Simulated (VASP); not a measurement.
Input of a VASP 6.6.1 run:

Contents of INCAR:

```
PREC = Accurate
ENCUT = 520
EDIFF = 1E-8
ISMEAR = 0
SIGMA = 0.01
LREAL = False
LASPH = True
NELM = 60
ALGO = Normal
ISIF = 2
LWAVE = False
LCHARG = False
GGA = PS
IBRION = 8
NSW = 1
```

Contents of KPOINTS:

```
Automatic mesh
0
Gamma
  8 8 8
```

POSCAR

```
PbF2
1.0
    2.9251613592      2.9251613592      0.0000000000
   -2.9251613592      2.9251613592      0.0000000000
    0.0000000000      2.9251613592      2.9251613592
Pb F
1 2
Direct
    0.0000000000      0.0000000000      0.0000000000
    0.2500000000      0.7500000000      0.5000000000
    0.7500000000      0.2500000000      0.5000000000
```

Potentials or basis: VASP PAW PBE potentials, release 64 (Pb_d, F).

Launch:

```bash
$ cat potpaw_PBE.64/Pb_d/POTCAR potpaw_PBE.64/F/POTCAR > POTCAR
$ mpirun -np 1 vasp_std > vasp.out
```

**Question.** Predict the highest phonon frequency at Γ, LO-TO splitting left out.

**Answer.** 260 cm⁻¹.

Phonon frequencies in cm⁻¹ (negative: imaginary):
| q point | frequencies |
| --- | --- |
| (0.000, 0.000, 0.000) | 0 0 0 127 127 127 260 260 260 |

Caveat: the cell stands under pressure or tension, which shifts response properties.
